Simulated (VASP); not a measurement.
Runs of VASP 6.6.1 on Hg. The structure is that of space group P6_3/mmc (No. 194), or close to it. The cells are those of the table. 

```tsv
cell	gap on the mesh (eV)	pressure (GPa)
a = 2.949, b = 2.949, c = 4.907 Å, angles 90.0, 90.0, 120.0°, 2 atoms	none	(a)
a = 2.805, b = 2.805, c = 4.728 Å, angles 90.0, 90.0, 120.0°, 2 atoms	none	54.9
a = 3.101, b = 3.101, c = 5.008 Å, angles 90.0, 90.0, 120.0°, 2 atoms	none	7.3
a = 2.681, b = 2.681, c = 4.414 Å, angles 90.0, 90.0, 120.0°, 2 atoms	none	130.5
a = 2.558, b = 2.558, c = 4.182 Å, angles 90.0, 90.0, 120.0°, 2 atoms	none	(b)
```

Alike in all rows: task single point; level PBEsol; potentials or basis VASP PAW PBE potentials, release 64 (Hg); no spin polarisation; k mesh 15 × 15 × 8; cutoff (eV) 520; smearing fermi-dirac 0.08 eV.

Task: Estimate the missing entries.

Result: (a) 21.9; (b) 264.5.

Caveats: the PAW data sets were made with another functional, which shifts forces and pressure a little; spin-orbit coupling is left out, which moves the levels of the heavy elements.

A k mesh can miss the band edges, and the runs leave out spin-orbit coupling on Hg.

A gap of «none» marks levels without a gap at the run's occupations.
